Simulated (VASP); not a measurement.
# Ti9O16 (a cell with a defect) (Rutile) in VASP: a series of runs

Runs on Ti9O16 (a cell with a defect) (Rutile). Level: PBE. Tasks: single point.

Everything below comes from runs of VASP 6.6.1. Logs are shortened: lines on timing, memory, paths and dates and some standing lists are left out, and cuts for length are marked.

**1. The cell of the first run**

The cell holds a defect, 25 atoms: a = 6.567 Å, b = 6.567 Å, c = 7.530 Å, α = 115.85°, β = 115.85°, γ = 90.00°.

**2. Single point, PBE**

INCAR

```
ALGO     = Normal         # electronic algorithm
EDIFF    = 1E-6           # SCF threshold, eV
ENCUT    = 520            # plane-wave cutoff, eV
GGA      = PE             # functional
ISIF     = 2              # what is computed and relaxed
ISMEAR   = 0              # smearing method
LASPH    = T              # aspherical terms in the spheres
LCHARG   = F              # write CHGCAR
LREAL    = Auto         
LWAVE    = F              # write WAVECAR
NBANDS   = 120            # bands
NELECT   = 200.0        
NELM     = 80             # most SCF steps
PREC     = Accurate       # precision mode
SIGMA    = 0.02           # smearing width, eV
```

KPOINTS

```
k-points
0
Gamma
  3 3 3
```

POSCAR

```
Ti9O16
1.0
   -4.6432750096      4.6432750096      0.0000000000
    4.6432750096      4.6432750096      0.0000000000
    0.0000000000     -4.6432750096     -5.9277640514
Ti O
9 16
Direct
    0.7389349536      0.7600265323      0.4923433144
    0.5569757705      0.5256237615      0.0184163875
    0.2560532565      0.2331661779      0.4923456762
   -0.0359133637     -0.0063577161      0.0184184119
    0.1479911298      0.6396238665      0.2575817773
    0.8472360462      0.4220374534      0.7332791863
    0.6122329355      0.1188018992      0.2575843078
    0.3886862789      0.8120945405      0.7332786802
    0.1710510740      0.1701538624      0.8394603693
    0.2525673189      0.5337828397      0.4782025694
    0.0115476092      0.2980983729     -0.0042861018
    0.7721011637      0.0764596190      0.5238417004
    0.5205964338      0.8092601457      0.0082859236
    0.4351165237      0.6355343319      0.2402298721
    0.1789085932      0.3894405987      0.7498385498
    0.9287585525      0.1334037669      0.2659697630
    0.6783773305      0.8642818910      0.7451141715
    0.2543832824      0.9482321269      0.5238417004
   -0.0096671507      0.6998738507      0.0082869358
    0.7282776158      0.4452665951      0.4781998702
    0.4868083133      0.1984607574     -0.0042871140
    0.8398545105      0.6334129368      0.2659680760
    0.5693821711      0.3816771572      0.7451141715
    0.3077591523      0.1055447674      0.2402318965
    0.0735715199      0.8612474582      0.7498385498
```

Potentials or basis: VASP PAW PBE potentials, release 64 (Ti_sv, O).

Command:

```sh
$ cat potpaw_PBE.64/Ti_sv/POTCAR potpaw_PBE.64/O/POTCAR > POTCAR
$ mpirun -np 1 vasp_std > vasp.out
```

OUTCAR:

```text
EDIFF = 1E-6
   ENCUT = 520
   GGA = PE
   ISIF = 2
   ISMEAR = 0
   LASPH = T
   LREAL = Auto
   NELECT = 200.0
   NELM = 80
   PREC = Accurate

 ion  position               nearest neighbor table
   1  0.739  0.760  0.492-  14 1.90  17 1.94  22 1.95  12 1.99  20 2.02  25 2.05   2 2.83
   2  0.557  0.526  0.018-  22 1.80  23 1.89  13 1.91  14 2.02  21 2.11  15 2.26   9 2.82   1 2.83

   3  0.256  0.233  0.492-  24 1.90  23 1.94  16 1.95  18 1.99  10 2.02  15 2.05   4 2.83
   4  0.964  0.994  0.018-  16 1.80  17 1.89  19 1.91  24 2.02  11 2.11  25 2.26   9 2.82   3 2.83

   5  0.148  0.640  0.258-  19 1.92  10 1.93  14 1.95  18 1.96  22 2.05  11 2.08   8 2.85
   6  0.847  0.422  0.733-  20 1.81  19 1.87  23 1.89  12 2.02  15 2.14  11 2.30   9 2.75   7 2.85

   7  0.612  0.119  0.258-  13 1.92  20 1.93  24 1.95  12 1.96  16 2.05  21 2.08   6 2.85
   8  0.389  0.812  0.733-  10 1.81  13 1.87  17 1.89  18 2.02  25 2.14  21 2.30   9 2.75   5 2.85

   9  0.171  0.170  0.839-  11 1.84  21 1.84  25 1.85  15 1.85   8 2.75   6 2.75   4 2.82   2 2.82

  10  0.253  0.534  0.478-   8 1.81   5 1.93   3 2.02
  11  0.012  0.298  0.996-   9 1.84   5 2.08   4 2.11   6 2.30
  12  0.772  0.076  0.524-   7 1.96   1 1.99   6 2.02
  13  0.521  0.809  0.008-   8 1.87   2 1.91   7 1.92
  14  0.435  0.636  0.240-   1 1.90   5 1.95   2 2.02
  15  0.179  0.389  0.750-   9 1.85   3 2.05   6 2.14   2 2.26
  16  0.929  0.133  0.266-   4 1.80   3 1.95   7 2.05
  17  0.678  0.864  0.745-   8 1.89   4 1.89   1 1.94
  18  0.254  0.948  0.524-   5 1.96   3 1.99   8 2.02
  19  0.990  0.700  0.008-   6 1.87   4 1.91   5 1.92
  20  0.728  0.445  0.478-   6 1.81   7 1.93   1 2.02
  21  0.487  0.198  0.996-   9 1.84   7 2.08   2 2.11   8 2.30
  22  0.840  0.633  0.266-   2 1.80   1 1.95   5 2.05
  23  0.569  0.382  0.745-   6 1.89   2 1.89   3 1.94
  24  0.308  0.106  0.240-   3 1.90   7 1.95   4 2.02
  25  0.074  0.861  0.750-   9 1.85   1 2.05   8 2.14   4 2.26

  LATTYP: Found a body centered tetragonal cell.
 ALAT       =     6.5665824924
 C/A-ratio  =     1.8054335138

  Lattice vectors:

 A1 = (  -4.6432750096,   0.0000000000,   5.9277640514)
 A2 = (   4.6432750096,   0.0000000000,   5.9277640514)
 A3 = (   0.0000000000,   4.6432750096,  -5.9277640514)

Analysis of symmetry for initial positions (statically):
=====================================================================
 Subroutine PRICEL returns:
 Original cell was already a primitive cell.

 Routine SETGRP: Setting up the symmetry group for a
 body centered tetragonal supercell.

 Subroutine GETGRP returns: Found  2 space group operations
 (whereof  1 operations were pure point group operations)
 out of a pool of 16 trial point group operations.

The static configuration has the point symmetry C_1 .
 The point group associated with its full space group is C_2 .

Analysis of symmetry for dynamics (positions and initial velocities):
=====================================================================
 Subroutine PRICEL returns:
 Original cell was already a primitive cell.

 Routine SETGRP: Setting up the symmetry group for a
 body centered tetragonal supercell.

 Subroutine GETGRP returns: Found  2 space group operations
 (whereof  1 operations were pure point group operations)
 out of a pool of 16 trial point group operations.

The dynamic configuration has the point symmetry C_1 .
 The point group associated with its full space group is C_2 .

 Subroutine INISYM returns: Found  2 space group operations
 (whereof  1 operations are pure point group operations),
 and found     1 'primitive' translations

----------------------------------------------------------------------------------------

                                     Primitive cell

  volume of cell :     255.6052

  direct lattice vectors                    reciprocal lattice vectors
    -4.643275010  4.643275010  0.000000000    -0.107682616  0.107682616 -0.084348836
     4.643275010  4.643275010  0.000000000     0.107682616  0.107682616 -0.084348836
     0.000000000 -4.643275010 -5.927764051     0.000000000  0.000000000 -0.168697673

  length of vectors
     6.566582492  6.566582492  7.529833296     0.174085662  0.174085662  0.168697673

  position of ions in fractional coordinates (direct lattice)
     0.738934954  0.760026532  0.492343314
     0.556975771  0.525623762  0.018416387
     0.256053257  0.233166178  0.492345676
     0.964086636  0.993642284  0.018418412
     0.147991130  0.639623867  0.257581777
     0.847236046  0.422037453  0.733279186
[... 17 lines left out ...]
     0.307759152  0.105544767  0.240231896
     0.073571520  0.861247458  0.749838550

  ion indices of the primitive-cell ions
   primitive index   ion index
                 1           1
                 2           2
                 3           3
                 4           4
                 5           5
                 6           6
[... 17 lines left out ...]
                24          24
                25          25

----------------------------------------------------------------------------------------

 KPOINTS: k-points

Automatic generation of k-mesh.
 Grid dimensions read from file:
 generate k-points for:    3    3    3

 Generating k-lattice:

  Cartesian coordinates                     Fractional coordinates (reciprocal lattice)
    -0.035894205  0.035894205 -0.028116279     0.333333333  0.000000000  0.000000000
     0.035894205  0.035894205 -0.028116279     0.000000000  0.333333333  0.000000000
     0.000000000  0.000000000 -0.056232558     0.000000000  0.000000000  0.333333333

  Length of vectors
     0.058028554  0.058028554  0.056232558

  Shift w.r.t. Gamma in fractional coordinates (k-lattice)
     0.000000000  0.000000000  0.000000000

 Subroutine IBZKPT returns following result:
 ===========================================

 Found     10 irreducible k-points:

 Following reciprocal coordinates:
            Coordinates               Weight
  0.000000  0.000000  0.000000      1.000000
  0.333333  0.000000  0.000000      4.000000
  0.000000 -0.333333  0.333333      4.000000
  0.333333  0.333333  0.000000      4.000000
  0.333333 -0.333333  0.333333      4.000000
 -0.333333  0.333333  0.000000      2.000000
  0.333333  0.333333 -0.333333      2.000000
  0.000000  0.000000  0.333333      2.000000
  0.333333  0.000000  0.333333      2.000000
  0.000000 -0.333333 -0.333333      2.000000
   k-points           NKPTS =     10   k-points in BZ     NKDIM =     10   number of bands    NBANDS=    120
   number of dos      NEDOS =    301   number of ions     NIONS =     25
   total plane-waves  NPLWV = 140000
   dimension x,y,z NGX =    50 NGY =   50 NGZ =   56
   dimension x,y,z NGXF=   100 NGYF=  100 NGZF=  112
   ions per type =               9  16
   NGX,Y,Z   is equivalent  to a cutoff of  12.66, 12.66, 12.36 a.u.
   NGXF,Y,Z  is equivalent  to a cutoff of  25.32, 25.32, 24.73 a.u.
 SYSTEM =  unknown system
   PREC   = accura    normal or accurate (medium, high low for compatibility)
   ISTART =      0    job   : 0-new  1-cont  2-samecut
   ICHARG =      2    charge: 1-file 2-atom 10-const
   ISPIN  =      1    spin polarized calculation?
   LNONCOLLINEAR =      F non collinear calculations
   LSORBIT =      F    spin-orbit coupling
   LASPH  =      T    aspherical Exc in radial PAW
   ENCUT  =  520.0 eV  38.22 Ry    6.18 a.u.  12.21 12.21 14.00*2*pi/ulx,y,z
   NELM   =     80;   NELMIN=  2; NELMDL= -5     # of ELM steps
   EDIFF  = 0.1E-05   stopping-criterion for ELM
   LREAL  =      T    real-space projection
   EDIFFG = 0.1E-04   stopping-criterion for IOM
   NSW    =      0    number of steps for IOM
   IBRION =     -1    ionic relax: 0-MD 1-quasi-New 2-CG
   NFREE  =      0    steps in history (QN), initial steepest desc. (CG)
   ISIF   =      2    stress and relaxation
   ISYM   =      2    0-nonsym 1-usesym 2-fastsym
   POTIM  = 0.5000    time-step for ionic-motion
   TEBEG  =    0.0;   TEEND  =   0.0 temperature during run
   PSTRESS=    0.0 pullay stress
   NELECT =     200.0000    total number of electrons
   NUPDOWN=      -1.0000    fix difference up-down
   EMIN   =  10.00;   EMAX   =-10.00  energy-range for DOS
   EFERMI =   0.00;   METHOD = LEGACY
   ISMEAR =     0;   SIGMA  =   0.02  broadening in eV -4-tet -1-fermi 0-gaus
   EFERMI_NEDOS =   21; number of points for ismear=-14 and -15
   IALGO  =     38    algorithm
   IMIX   =      4    mixing-type and parameters
     AMIX     =   0.40;   BMIX     =  1.00
     AMIX_MAG =   1.60;   BMIX_MAG =  1.00
  volume/ion in A,a.u.               =      10.22        69.00
  Fermi-wavevector in a.u.,A,eV,Ry     =   1.508557  2.850758 30.963361  2.275743
  Thomas-Fermi vector in A             =   2.618995
   LORBIT       =      0    0 simple, 1 ext, 2 COOP (PROOUT), +10 PAW based schemes
   GGA     = PE    functional components
   LHFCALC =     F    Hartree Fock is set to
   AEXX    =    0.0000 exact exchange contribution
   IVDW    =     0    specifies the selected vdW correction
   LEPSILON=     F    determine dielectric tensor
   LRPA    =     F    only Hartree local field effects (RPA)
 non-spin polarized calculation
 Gauss-broadening in eV      SIGMA  =   0.02
  energy-cutoff  :      520.00
  volume of cell :      255.61
 maximum number of plane-waves:      6906
 NGX is ok and might be reduce to    50
   NGX = 25   NGY = 25   NGZ = 27

 number of electron     200.0000004 magnetization

 Free energy of the ion-electron system (eV)
  ---------------------------------------------------
  ext. energy  EPLUGINS =         0.00000000
  ---------------------------------------------------
  free energy    TOTEN  =      -252.71679715 eV

  energy without entropy =     -252.71679715  energy(sigma->0) =     -252.71679715

 E-fermi :   5.1291     XC(G=0): -11.4315

 val. band max:        4.9795604910   @ k =   0.0000   0.0000   0.0000
 cond. band min:       7.2312094365   @ k =   0.3333  -0.3333   0.3333
 fundamental gap:      2.2516489455
 Fermi energy:         5.1291098854

 k-point     1 :       0.0000    0.0000    0.0000
  band No.  band energies     occupation
      1     -51.7213      2.00000
      2     -51.7199      2.00000
      3     -51.5945      2.00000
      4     -51.5925      2.00000
      5     -51.4158      2.00000
      6     -51.4115      2.00000
[... 104 lines left out ...]
    111       8.1276      0.00000
    112       8.1383      0.00000
[... 1033 lines left out ...]
    111       8.2094      0.00000
    112       8.3158      0.00000
 [bands above 112 left out]

------------------------ aborting loop because EDIFF is reached ----------------------------------------

  FORCE on cell =-STRESS in cart. coord.  units (eV):
  Direction    XX          YY          ZZ          XY          YZ          ZX
  --------------------------------------------------------------------------------------
  -------------------------------------------------------------------------------------
  Total      -32.2590811    -28.0014760    -23.3358957      1.1119554      0.0000000      0.0000000
  in kB     -202.2054501   -175.5180516   -146.2733944      6.9699271      0.0000000      0.0000000
  external PRESSURE =    -174.6656320 kB  Pullay stress =       0.0000000 kB

 VOLUME and BASIS-vectors are now :
 -----------------------------------------------------------------------------
  energy-cutoff  :      520.00
  volume of cell :      255.61
      direct lattice vectors                 reciprocal lattice vectors
    -4.643275010  4.643275010  0.000000000    -0.107682616  0.107682616 -0.084348836
     4.643275010  4.643275010  0.000000000     0.107682616  0.107682616 -0.084348836
     0.000000000 -4.643275010 -5.927764051     0.000000000  0.000000000 -0.168697673

 POSITION                                       TOTAL-FORCE (eV/Angst)
 -----------------------------------------------------------------------------------
      0.09793      4.67400     -2.91850        -0.028510      0.010944     -0.017778
     -0.14558      4.94130     -0.10917         0.031118     -0.106586      0.064471
     -0.10627     -0.01452     -2.91851         0.028510     -0.010944     -0.017778
      0.13723      9.00475     -0.10918        -0.031118      0.106586      0.064471
      2.28279      2.46109     -1.52688         0.004818     -0.022727      0.025512
     -1.97431      2.48877     -4.34671        -0.075219     -0.013074     -0.052136
[... 17 lines left out ...]
     -0.93894      0.80362     -1.42404        -0.067537     -0.019740     -0.016070
      3.65740      0.85891     -4.44487        -0.096755     -0.138987      0.012546
 -----------------------------------------------------------------------------------
    total drift:                               -0.086095      0.115189     -0.002158

  FREE ENERGIE OF THE ION-ELECTRON SYSTEM (eV)
  ---------------------------------------------------
  free  energy   TOTEN  =      -252.7167971481 eV

  energy  without entropy=     -252.7167971481  energy(sigma->0) =     -252.71679715
```

Run time: 11 min. Hardware: 1 thread of AMD EPYC 9R14 (Zen 4), shared host; peak memory 0.44 GiB.

Results:

| Item | Value |
| --- | --- |
| Free energy | -252.7168 eV |
| Largest force | 0.224 eV/Å |

Forces on the atoms (eV/Å):
```
Ti  -0.029  0.011 -0.018
Ti   0.031 -0.107  0.064
Ti   0.029 -0.011 -0.018
Ti  -0.031  0.107  0.064
Ti   0.005 -0.023  0.026
Ti  -0.075 -0.013 -0.052
Ti  -0.005  0.023  0.026
Ti   0.075  0.013 -0.052
Ti   0.000  0.000  0.224
O   -0.077 -0.033  0.068
O    0.015  0.020 -0.027
O   -0.082  0.050 -0.060
O   -0.025 -0.010 -0.057
O    0.068  0.020 -0.016
O    0.097  0.139  0.013
O    0.095 -0.027 -0.060
O    0.020  0.027  0.008
O    0.082 -0.050 -0.060
O    0.025  0.010 -0.057
O    0.077  0.033  0.068
O   -0.015 -0.020 -0.027
O   -0.095  0.027 -0.060
O   -0.020 -0.027  0.008
O   -0.068 -0.020 -0.016
O   -0.097 -0.139  0.013
```

Levels at points of the mesh, in eV from the Fermi level:
```csv
k point,band 98,band 99,band 100,band 101,band 102,band 103
"(0.00, 0.00, 0.00)",-0.79,-0.75,-0.15,2.20,2.29,2.49
```

Caveat: the cell carries a net charge on a neutralising background, which shifts energy and pressure; the cell is charged against a uniform background, so pressure and absolute levels hang on convention.

(Continued in part 2 of 2.)
